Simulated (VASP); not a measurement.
Here is a VASP 6.6.1 calculation.

INCAR

```
SYSTEM = B
PREC = Accurate
ENCUT = 600
EDIFF = 1E-6
ISMEAR = 0
SIGMA = 0.1
LREAL = .FALSE.
LASPH = .TRUE.
NELM = 80
ALGO = Normal
ISIF = 3
LWAVE = .FALSE.
LCHARG = .FALSE.
GGA = PE
IBRION = 2
NSW = 90
EDIFFG = -0.04
```

Contents of KPOINTS:

```
regular mesh
0
G
  6 6 2
  0 0 0
```

Contents of POSCAR:

```
B
1.0
    2.4741264900      0.0000000000      0.0000000000
   -1.2370632500      2.1426563900      0.0000000000
    0.0000000000      0.0000000000      9.6651630600
B
7
Direct
    0.3333333300      0.6666666700      0.7857142900
    0.6666666700      0.3333333300      0.9285714300
    0.3333333300      0.6666666700      0.0714285700
    0.6666666700      0.3333333300      0.2142857100
    0.3333333300      0.6666666700      0.3571428600
    0.0000000000      0.0000000000      0.5000000000
    0.6666666700      0.3333333300      0.6428571400
```

Potentials or basis: VASP PAW PBE potentials, release 64 (B).

Launch:

```console
$ cat potpaw_PBE.64/B/POTCAR > POTCAR
$ mpirun -np 1 vasp_std > vasp.out
```

(1) What does it give for the relaxed volume?

(2) What does it give for the space group after relaxing (to 0.05 Å)?

(3) Predict the relaxed cell.

Answers

(1) 6.57 Å³/atom.

(2) P-3m1 (No. 164).

(3) a = 2.398 Å, b = 2.398 Å, c = 9.231 Å, α = 90.00°, β = 90.00°, γ = 120.00°.

Caveat: the k points lie up to 0.50 Å⁻¹ apart in the final cell.
